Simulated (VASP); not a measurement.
# Os (P6_3/mmc) in VASP: single point with LDA

Aim: the single point of Os with LDA.

Everything below comes from runs of VASP 6.6.1. Logs are shortened: lines on timing, memory, paths and dates and some standing lists are left out, and cuts for length are marked.

## Step 1: The cell of the first run

Symmetry: P6_3/mmc, No. 194, hexagonal system. Conventional cell: a = 2.715 Å, b = 2.715 Å, c = 4.293 Å, α = 90.00°, β = 90.00°, γ = 120.00°. Os (site symmetry -6m2) has 12 Os at 2.66 to 2.71 Å within 3.5 Å.

## Step 2: Single point, LDA

The input, INCAR:

```
SYSTEM = Os
PREC = Accurate ; ENCUT = 560
EDIFF = 1E-6 ; ISMEAR = 0
SIGMA = 0.1 ; LREAL = .False.
LASPH = .True. ; NELM = 120
ALGO = Normal ; ISIF = 2
LWAVE = .False. ; LCHARG = .False.
NBANDS = 23 ; GGA_COMPAT = .False.
```

The input, KPOINTS:

```
regular mesh
0
Gamma
  18 18 10
  0 0 0
```

The input, POSCAR:

```
Os
1.0
    2.7145740629      0.0000000000      0.0000000000
   -1.3572870315      2.3508900989      0.0000000000
    0.0000000000      0.0000000000      4.2932373064
Os
2
Direct
    0.3333333333      0.6666666667      0.2500000000
    0.6666666667      0.3333333333      0.7500000000
```

Potentials or basis: VASP PAW LDA potentials, release 64 (Os_sv_GW).

On the command line:

```
$ cat potpaw_LDA.64/Os_sv_GW/POTCAR > POTCAR
$ mpirun -np 1 vasp_std > vasp.out
```

OUTCAR:

```text
SYSTEM = Os
   PREC = Accurate
   ENCUT = 560
   EDIFF = 1E-6
   ISMEAR = 0
   LREAL = .False.
   LASPH = .True.
   NELM = 120
   ISIF = 2

 ion  position               nearest neighbor table
   1  0.333  0.667  0.250-   2 2.66   2 2.66   2 2.66   2 2.66   2 2.66   2 2.66
   2  0.667  0.333  0.750-   1 2.66   1 2.66   1 2.66   1 2.66   1 2.66   1 2.66

  LATTYP: Found a hexagonal cell.
 ALAT       =     2.7145740629
 C/A-ratio  =     1.5815509936

  Lattice vectors:

 A1 = (   2.7145740629,   0.0000000000,   0.0000000000)
 A2 = (  -1.3572870315,   2.3508900989,   0.0000000000)
 A3 = (   0.0000000000,   0.0000000000,   4.2932373064)

Analysis of symmetry for initial positions (statically):
=====================================================================
 Subroutine PRICEL returns:
 Original cell was already a primitive cell.

 Routine SETGRP: Setting up the symmetry group for a
 hexagonal supercell.

 Subroutine GETGRP returns: Found 24 space group operations
 (whereof 12 operations were pure point group operations)
 out of a pool of 24 trial point group operations.

The static configuration has the point symmetry D_3d.
 The point group associated with its full space group is D_6h.

Analysis of symmetry for dynamics (positions and initial velocities):
=====================================================================
 Subroutine PRICEL returns:
 Original cell was already a primitive cell.

 Routine SETGRP: Setting up the symmetry group for a
 hexagonal supercell.

 Subroutine GETGRP returns: Found 24 space group operations
 (whereof 12 operations were pure point group operations)
 out of a pool of 24 trial point group operations.

The dynamic configuration has the point symmetry D_3d.
 The point group associated with its full space group is D_6h.

 Subroutine INISYM returns: Found 24 space group operations
 (whereof 12 operations are pure point group operations),
 and found     1 'primitive' translations

----------------------------------------------------------------------------------------

                                     Primitive cell

  volume of cell :      27.3980

  direct lattice vectors                    reciprocal lattice vectors
     2.714574063  0.000000000  0.000000000     0.368381918  0.212685400  0.000000000
    -1.357287032  2.350890099  0.000000000     0.000000000  0.425370799  0.000000000
     0.000000000  0.000000000  4.293237306     0.000000000  0.000000000  0.232924464

  length of vectors
     2.714574063  2.714574063  4.293237306     0.425370799  0.425370799  0.232924464

  position of ions in fractional coordinates (direct lattice)
[... 79 lines left out ...]
   EDIFF  = 0.1E-05   stopping-criterion for ELM
   LREAL  =      F    real-space projection
   EDIFFG = 0.1E-04   stopping-criterion for IOM
   NSW    =      0    number of steps for IOM
   IBRION =     -1    ionic relax: 0-MD 1-quasi-New 2-CG
   NFREE  =      0    steps in history (QN), initial steepest desc. (CG)
   ISIF   =      2    stress and relaxation
   ISYM   =      2    0-nonsym 1-usesym 2-fastsym
   POTIM  = 0.5000    time-step for ionic-motion
   TEBEG  =    0.0;   TEEND  =   0.0 temperature during run
   PSTRESS=    0.0 pullay stress
   NELECT =      32.0000    total number of electrons
   NUPDOWN=      -1.0000    fix difference up-down
   EMIN   =  10.00;   EMAX   =-10.00  energy-range for DOS
   EFERMI =   0.00;   METHOD = LEGACY
   ISMEAR =     0;   SIGMA  =   0.10  broadening in eV -4-tet -1-fermi 0-gaus
   EFERMI_NEDOS =   21; number of points for ismear=-14 and -15
   IALGO  =     38    algorithm
   IMIX   =      4    mixing-type and parameters
     AMIX     =   0.40;   BMIX     =  1.00
     AMIX_MAG =   1.60;   BMIX_MAG =  1.00
  volume/ion in A,a.u.               =      13.70        92.45
  Fermi-wavevector in a.u.,A,eV,Ry     =   1.724058  3.257997 40.441627  2.972376
  Thomas-Fermi vector in A             =   2.799818
   LORBIT       =      0    0 simple, 1 ext, 2 COOP (PROOUT), +10 PAW based schemes
   GGA     = CA    functional components
   LHFCALC =     F    Hartree Fock is set to
   AEXX    =    0.0000 exact exchange contribution
   IVDW    =     0    specifies the selected vdW correction
   LEPSILON=     F    determine dielectric tensor
   LRPA    =     F    only Hartree local field effects (RPA)
 non-spin polarized calculation
 Gauss-broadening in eV      SIGMA  =   0.10
  energy-cutoff  :      560.00
  volume of cell :       27.40
 maximum number of plane-waves:       840
 NGX is ok and might be reduce to    24
   NGX = 11   NGY = 11   NGZ = 17

 number of electron      31.9999999 magnetization

 Free energy of the ion-electron system (eV)
  ---------------------------------------------------
  ext. energy  EPLUGINS =         0.00000000
  ---------------------------------------------------
  free energy    TOTEN  =       -27.62042282 eV

  energy without entropy =      -27.61298888  energy(sigma->0) =      -27.61670585

 E-fermi :  13.9341     XC(G=0): -14.9452

 val. band max:       13.9187113914   @ k =   0.1667   0.0556   0.3000
 cond. band min:      13.9457798467   @ k =   0.1667   0.1111   0.3000
 fundamental gap:      0.0270684552
 Fermi energy:        13.9340554602

 k-point     1 :       0.0000    0.0000    0.0000
  band No.  band energies     occupation
      1     -72.3326      2.00000
      2     -72.2030      2.00000
      3     -32.6036      2.00000
      4     -31.5844      2.00000
      5     -31.5844      2.00000
      6     -31.3928      2.00000
[... 613 lines left out ...]
     22      24.4392      0.00000
     23      26.4178      0.00000

 [... further k-points ...]

------------------------ aborting loop because EDIFF is reached ----------------------------------------

  FORCE on cell =-STRESS in cart. coord.  units (eV):
  Direction    XX          YY          ZZ          XY          YZ          ZX
  --------------------------------------------------------------------------------------
  -------------------------------------------------------------------------------------
  Total        0.0662404      0.0662404      0.1009373     -0.0000000      0.0000000      0.0000000
  in kB        3.8736015      3.8736015      5.9026005     -0.0000000      0.0000000      0.0000000
  external PRESSURE =       4.5499345 kB  Pullay stress =       0.0000000 kB

 VOLUME and BASIS-vectors are now :
 -----------------------------------------------------------------------------
  energy-cutoff  :      560.00
  volume of cell :       27.40
      direct lattice vectors                 reciprocal lattice vectors
     2.714574063  0.000000000  0.000000000     0.368381918  0.212685400  0.000000000
    -1.357287032  2.350890099  0.000000000     0.000000000  0.425370799  0.000000000
     0.000000000  0.000000000  4.293237306     0.000000000  0.000000000  0.232924464

 POSITION                                       TOTAL-FORCE (eV/Angst)
 -----------------------------------------------------------------------------------
     -0.00000      1.56726      1.07331         0.000000      0.000000      0.000000
      1.35729      0.78363      3.21993        -0.000000     -0.000000      0.000000
 -----------------------------------------------------------------------------------
    total drift:                               -0.000000      0.000000     -0.000000

  FREE ENERGIE OF THE ION-ELECTRON SYSTEM (eV)
  ---------------------------------------------------
  free  energy   TOTEN  =       -27.6204228215 eV

  energy  without entropy=      -27.6129888776  energy(sigma->0) =      -27.61670585
```

OSZICAR:

```text
N       E                     dE             d eps       ncg     rms          rms(c)
DAV:   1     0.323276107629E+03    0.32328E+03   -0.23641E+04 10484   0.158E+03
DAV:   2    -0.196013339215E+02   -0.34288E+03   -0.32859E+03 12273   0.484E+02
DAV:   3    -0.300001590458E+02   -0.10399E+02   -0.10318E+02 12585   0.813E+01
DAV:   4    -0.300381288555E+02   -0.37970E-01   -0.37965E-01 11209   0.551E+00
DAV:   5    -0.300382550786E+02   -0.12622E-03   -0.12621E-03 12628   0.285E-01    0.109E+02
DAV:   6    -0.279181589959E+02    0.21201E+01   -0.32565E+00 11507   0.133E+01    0.575E+01
DAV:   7    -0.276545647678E+02    0.26359E+00   -0.13977E+00 12242   0.818E+00    0.121E+01
DAV:   8    -0.276215492416E+02    0.33016E-01   -0.12778E-01 11192   0.326E+00    0.160E+00
DAV:   9    -0.276206078060E+02    0.94144E-03   -0.25579E-03 12440   0.386E-01    0.597E-01
DAV:  10    -0.276204222207E+02    0.18559E-03   -0.33735E-04 10863   0.207E-01    0.373E-01
DAV:  11    -0.276204228215E+02   -0.60072E-06   -0.27284E-06 10633   0.168E-02
   1 F= -.27620423E+02 E0= -.27616706E+02  d E =-.743394E-02
```

stdout:

```text
POSCAR found type information on POSCAR Os
 POSCAR found :  1 types and       2 ions
 scaLAPACK will be used
 LDA part: xc-table for (Slater(with rela. corr.)+CA(PZ))
 , standard interpolation
 POSCAR, INCAR and KPOINTS ok, starting setup
 FFT: planning ... GRIDC
 FFT: planning ... GRID_SOFT
 FFT: planning ... GRID
 WAVECAR not read
 entering main loop
```

It took 66 s on 1 thread of AMD EPYC 9R45 (Zen 5), shared host; peak memory 0.22 GiB.

What came out:

```yaml
Free_energy: -27.6204 eV
Pressure: 0.5 GPa
Band_gap_on_the_k_mesh: zero (bands 16 and 17 overlap by 4.10 eV)
```

Caveat: spin-orbit coupling is left out, which moves the levels of the heavy elements.

The gap in the log of VASP goes by the Fermi energy; the results here count the filled bands.